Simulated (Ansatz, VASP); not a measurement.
**One calculation of Hf3S5, two programs**

```
CELL_PARAMETERS angstrom
7.14730 0.00000 0.00000
-3.57365 6.18975 0.00000
0.00000 0.00000 3.15404
ATOMIC_POSITIONS crystal
Hf 0.65751 0.00000 0.50000
Hf 0.00000 0.65751 0.50000
Hf 0.34249 0.34249 0.50000
S 0.24419 0.00000 0.00000
S 0.00000 0.24419 0.00000
S 0.75581 0.75581 0.00000
S 0.33333 0.66667 0.00000
S 0.66667 0.33333 0.00000
```

Change from the starting cell: species swapped into the Ce3Pd5 type (P-62m, No. 189).

Alike in both runs: functional PBE; k mesh 3 × 3 × 4; occupations gaussian, width 0.2 eV; no spin polarisation.

Ansatz relaxed the structure, and its values are those at the end. VASP's run is a single point on that final structure, the one shown.

|  | VASP | Ansatz |
| --- | --- | --- |
| version | VASP 6.6.1 | Ansatz 0.2.0 |
| potentials or method | VASP PAW PBE potentials, release 64 (Hf_pv, S), cutoff 520 eV | scalar-relativistic, plane waves, PAW |
| valence electrons in the cell | 60 | 108 |

Ansatz gave:

* gap on the k mesh at the Fermi level (eV): none
* pressure (GPa): -0.1
* rms of the force components (eV/Å): 0.009

Question: Estimate VASP's values.

Answer: gap on the k mesh at the Fermi level (eV): none; pressure (GPa): -1.0; rms of the force components (eV/Å): 0.017.

A gap of «none» marks a metal or a gap that the smearing closes. With one functional, cell and mesh, what is left measures potentials, basis and numerics. VASP's potentials hold 60 valence electrons a cell and Ansatz's 108, so a difference there can come from the potentials and not from the codes.

The k mesh is coarse, so the values compare programs but aren't converged. Neither program's run includes spin-orbit coupling.
